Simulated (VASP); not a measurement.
# Na (Im-3m) in VASP: a series of runs, part 2 of 2

VASP 6.6.1.

### Step 3. Relaxation of cell and atoms, PBEsol

This run uses another cell than the first one, of 37.26 Å³/atom.

INCAR reads:

```
  PREC = Accurate
  ENCUT = 600
  EDIFF = 1E-6
  ISMEAR = 0
  SIGMA = 0.1
  LREAL = False
  LASPH = True
  NELM = 100
  ALGO = Fast
  ISIF = 3
  LWAVE = False
  LCHARG = False
  GGA = PS
  IBRION = 2
  NSW = 100
  EDIFFG = -0.01
```

KPOINTS reads:

```
regular mesh
0
Gamma
  18 18 18
```

POSCAR reads:

```
Na
1.0
   -2.1040267987      2.1040267987      2.1040267987
    2.1040267987     -2.1040267987      2.1040267987
    2.1040267987      2.1040267987     -2.1040267987
Na
1
Direct
    0.0000000000      0.0000000000      0.0000000000
```

Potentials or basis: VASP PAW PBE potentials, release 64 (Na_pv).

Run with:

```bash
$ cat potpaw_PBE.64/Na_pv/POTCAR > POTCAR
$ mpirun -np 1 vasp_std > vasp.out
```

OUTCAR:

```text
PREC = Accurate
   ENCUT = 600
   EDIFF = 1E-6
   ISMEAR = 0
   LREAL = False
   LASPH = True
   NELM = 100
   ISIF = 3
   GGA = PS
   IBRION = 2
   NSW = 100
   EDIFFG = -0.01

 ion  position               nearest neighbor table
   1  0.000  0.000  0.000-

  LATTYP: Found a body centered cubic cell.
 ALAT       =     4.2080535974

  Lattice vectors:

 A1 = (  -2.1040267987,   2.1040267987,   2.1040267987)
 A2 = (   2.1040267987,  -2.1040267987,   2.1040267987)
 A3 = (   2.1040267987,   2.1040267987,  -2.1040267987)

Analysis of symmetry for initial positions (statically):
=====================================================================
 Subroutine PRICEL returns:
 Original cell was already a primitive cell.

 Routine SETGRP: Setting up the symmetry group for a
 body centered cubic supercell.

 Subroutine GETGRP returns: Found 48 space group operations
 (whereof 48 operations were pure point group operations)
 out of a pool of 48 trial point group operations.

The static configuration has the point symmetry O_h .

Analysis of symmetry for dynamics (positions and initial velocities):
=====================================================================
 Subroutine PRICEL returns:
 Original cell was already a primitive cell.

 Routine SETGRP: Setting up the symmetry group for a
 body centered cubic supercell.

 Subroutine GETGRP returns: Found 48 space group operations
 (whereof 48 operations were pure point group operations)
 out of a pool of 48 trial point group operations.

The dynamic configuration has the point symmetry O_h .

 Subroutine INISYM returns: Found 48 space group operations
 (whereof 48 operations are pure point group operations),
 and found     1 'primitive' translations

----------------------------------------------------------------------------------------

                                     Primitive cell

  volume of cell :      37.2575

  direct lattice vectors                    reciprocal lattice vectors
    -2.104026799  2.104026799  2.104026799     0.000000000  0.237639559  0.237639559
     2.104026799 -2.104026799  2.104026799     0.237639559  0.000000000  0.237639559
     2.104026799  2.104026799 -2.104026799     0.237639559  0.237639559  0.000000000

  length of vectors
     3.644281316  3.644281316  3.644281316     0.336073087  0.336073087  0.336073087

  position of ions in fractional coordinates (direct lattice)
     0.000000000  0.000000000  0.000000000

  ion indices of the primitive-cell ions
   primitive index   ion index
                 1           1

----------------------------------------------------------------------------------------

 KPOINTS: regular mesh

Automatic generation of k-mesh.
 Grid dimensions read from file:
 generate k-points for:   18   18   18

 Generating k-lattice:

  Cartesian coordinates                     Fractional coordinates (reciprocal lattice)
     0.000000000  0.013202198  0.013202198     0.055555556  0.000000000  0.000000000
[... 57 lines left out ...]
   ENCUT  =  600.0 eV  44.10 Ry    6.64 a.u.   7.28  7.28  7.28*2*pi/ulx,y,z
   NELM   =    100;   NELMIN=  2; NELMDL= -5     # of ELM steps
   EDIFF  = 0.1E-05   stopping-criterion for ELM
   LREAL  =      F    real-space projection
   EDIFFG = -.1E-01   stopping-criterion for IOM
   NSW    =    100    number of steps for IOM
   IBRION =      2    ionic relax: 0-MD 1-quasi-New 2-CG
   NFREE  =      1    steps in history (QN), initial steepest desc. (CG)
   ISIF   =      3    stress and relaxation
   ISYM   =      2    0-nonsym 1-usesym 2-fastsym
   POTIM  = 0.5000    time-step for ionic-motion
   TEBEG  =    0.0;   TEEND  =   0.0 temperature during run
   PSTRESS=    0.0 pullay stress
   NELECT =       7.0000    total number of electrons
   NUPDOWN=      -1.0000    fix difference up-down
   EMIN   =  10.00;   EMAX   =-10.00  energy-range for DOS
   EFERMI =   0.00;   METHOD = LEGACY
   ISMEAR =     0;   SIGMA  =   0.10  broadening in eV -4-tet -1-fermi 0-gaus
   EFERMI_NEDOS =   21; number of points for ismear=-14 and -15
   IALGO  =     68    algorithm
   IMIX   =      4    mixing-type and parameters
     AMIX     =   0.40;   BMIX     =  1.00
     AMIX_MAG =   1.60;   BMIX_MAG =  1.00
  volume/ion in A,a.u.               =      37.26       251.43
  Fermi-wavevector in a.u.,A,eV,Ry     =   0.937640  1.771883 11.961824  0.879169
  Thomas-Fermi vector in A             =   2.064772
   LORBIT       =      0    0 simple, 1 ext, 2 COOP (PROOUT), +10 PAW based schemes
   GGA     = PS    functional components
   LHFCALC =     F    Hartree Fock is set to
   AEXX    =    0.0000 exact exchange contribution
   IVDW    =     0    specifies the selected vdW correction
   LEPSILON=     F    determine dielectric tensor
   LRPA    =     F    only Hartree local field effects (RPA)
 conjugate gradient relaxation of ions
 non-spin polarized calculation
 RMM-DIIS sequential band-by-band and
 Gauss-broadening in eV      SIGMA  =   0.10
  energy-cutoff  :      600.00
  volume of cell :       37.26
 maximum number of plane-waves:      1264
 NGX is ok and might be reduce to    30
   NGX = 15   NGY = 15   NGZ = 15

--------------------------------------- Ionic step        1  -------------------------------------------

 number of electron       6.9999994 magnetization

 Free energy of the ion-electron system (eV)
  ---------------------------------------------------
  ext. energy  EPLUGINS =         0.00000000
  ---------------------------------------------------
  free energy    TOTEN  =        -1.40028774 eV

  energy without entropy =       -1.39797701  energy(sigma->0) =       -1.39913238

------------------------ aborting loop because EDIFF is reached ----------------------------------------

  FORCE on cell =-STRESS in cart. coord.  units (eV):
  Direction    XX          YY          ZZ          XY          YZ          ZX
  --------------------------------------------------------------------------------------
  -------------------------------------------------------------------------------------
  Total       -0.0137802     -0.0137802     -0.0137802      0.0000000     -0.0000000      0.0000000
  in kB       -0.5925866     -0.5925866     -0.5925866      0.0000000     -0.0000000      0.0000000
  external PRESSURE =      -0.5925866 kB  Pullay stress =       0.0000000 kB
[... 86 lines left out ...]
  FREE ENERGIE OF THE ION-ELECTRON SYSTEM (eV)
  ---------------------------------------------------
  free  energy   TOTEN  =        -1.4006207206 eV

  energy  without entropy=       -1.3983198567  energy(sigma->0) =       -1.39947029

[... ionic steps 4 to 7 ...]

--------------------------------------- Ionic step        8  -------------------------------------------

 number of electron       6.9999991 magnetization

------------------------ aborting loop because EDIFF is reached ----------------------------------------
[... 65 lines left out ...]
--------------------------------------- Ionic step       10  -------------------------------------------

 number of electron       6.9999991 magnetization

 Free energy of the ion-electron system (eV)
  ---------------------------------------------------
  ext. energy  EPLUGINS =         0.00000000
  ---------------------------------------------------
  free energy    TOTEN  =        -1.40097354 eV

  energy without entropy =       -1.39870163  energy(sigma->0) =       -1.39983759

 E-fermi :   0.3815     XC(G=0):  -6.5718

 val. band max:        0.3220676761   @ k =  -0.3333   0.3333   0.2778
 cond. band min:       0.4209480898   @ k =   0.3333   0.1667  -0.0000
 fundamental gap:      0.0988804137
 Fermi energy:         0.3814875421

 k-point     1 :       0.0000    0.0000    0.0000
  band No.  band energies     occupation
      1     -24.3826      2.00000
      2     -24.3826      2.00000
      3     -24.3826      2.00000
      4      -2.9525      2.00000
      5      12.2880      0.00000
      6      12.2880      0.00000
      7      12.2880      0.00000
[... 221 lines left out ...]
 k-point    24 :       0.3889    0.1111    0.0000
  band No.  band energies     occupation
      1     -24.4197      2.00000
      2     -24.3968      2.00000
      3     -24.3843      2.00000
      4       0.6219      0.00067
      5       2.5475      0.00000
      6       7.0550      0.00000
      7       9.1761      0.00000

 [... further k-points ...]

------------------------ aborting loop because EDIFF is reached ----------------------------------------

  FORCE on cell =-STRESS in cart. coord.  units (eV):
  Direction    XX          YY          ZZ          XY          YZ          ZX
  --------------------------------------------------------------------------------------
  -------------------------------------------------------------------------------------
  Total        0.0020528      0.0020528      0.0020528      0.0000000      0.0000000     -0.0000000
  in kB        0.0911153      0.0911153      0.0911153      0.0000000      0.0000000     -0.0000000
  external PRESSURE =       0.0911153 kB  Pullay stress =       0.0000000 kB
[... 16 lines left out ...]
  FREE ENERGIE OF THE ION-ELECTRON SYSTEM (eV)
  ---------------------------------------------------
  free  energy   TOTEN  =        -1.4009735360 eV

  energy  without entropy=       -1.3987016345  energy(sigma->0) =       -1.39983759

 reached required accuracy - stopping structural energy minimisation
```

OSZICAR:

```text
N       E                     dE             d eps       ncg     rms          rms(c)
DAV:   1     0.215884031853E+02    0.21588E+02   -0.41352E+03  2730   0.941E+02
DAV:   2    -0.936816777329E+00   -0.22525E+02   -0.22517E+02  2793   0.143E+02
DAV:   3    -0.139872326495E+01   -0.46191E+00   -0.46190E+00  3647   0.298E+01
[... 73 lines left out ...]
       N       E                     dE             d eps       ncg     rms          rms(c)
DAV:   1    -0.140102798105E+01   -0.62126E-04   -0.17949E-03  2730   0.970E-01    0.510E-02
RMM:   2    -0.140098749814E+01    0.40483E-04   -0.35528E-05  2797   0.125E-01    0.258E-02
RMM:   3    -0.140097423810E+01    0.13260E-04   -0.17626E-05  2810   0.871E-02    0.267E-03
RMM:   4    -0.140097353597E+01    0.70212E-06   -0.88993E-07  1972   0.195E-02
  10 F= -.14009735E+01 E0= -.13998376E+01  d E =-.685793E-03
```

CONTCAR:

```text
Na
   1.00000000000000
    -2.0819444492595975    2.0819444492595975    2.0819444492595975
     2.0819444492595975   -2.0819444492595975    2.0819444492595975
     2.0819444492595975    2.0819444492595975   -2.0819444492595975
  Na
     1
Direct
     0.0000000000000000    0.0000000000000000    0.0000000000000000

  0.00000000E+00  0.00000000E+00  0.00000000E+00
```

It took 4.2 min on 1 thread of Intel Xeon Platinum 8259CL at 2.50GHz (Skylake/Cascade Lake), shared host; peak memory 0.2 GiB.

What came out:

| Item | Value |
| --- | --- |
| Free energy | -1.4010 eV |
| Relaxed volume | 36.10 Å³/atom |
| Relaxed cell | a = 3.606 Å, b = 3.606 Å, c = 3.606 Å, α = 109.47°, β = 109.47°, γ = 109.47° |
| Space group after relaxing (to 0.1 Å) | Im-3m (No. 229) |
| Energy gained by relaxing | 0.7 meV/atom |
| Ionic steps | 10 |
| Pressure after relaxing | 0.0 GPa |
| Band gap on the k mesh | zero (an odd number of electrons rules out a gap without spin polarisation) |

Step by step:
```csv
step,energy change (eV),largest force (eV/Å),pressure (GPa),volume (Å³)
1,0.0000,0.0000,-0.06,37.26
2,-0.0001,0.0000,-0.15,37.18
3,-0.0003,0.0000,-0.07,36.96
4,-0.0006,0.0000,-0.06,36.52
5,-0.0005,0.0000,0.19,35.65
6,-0.0007,0.0000,-0.07,36.31
7,-0.0007,0.0000,0.05,35.98
8,-0.0007,0.0000,-0.04,36.12
9,-0.0007,0.0000,0.08,36.05
10,-0.0007,0.0000,0.01,36.10
```

Final structure:
```
Na
1.0
    -2.08194    2.08194    2.08194
     2.08194   -2.08194    2.08194
     2.08194    2.08194   -2.08194
Na
1
Direct
  0.00000 0.00000 0.00000
```

Caveat: the PAW data sets were made with another functional, which shifts forces and pressure a little.

The gap in the log of VASP goes by the Fermi energy; the results here count the filled bands.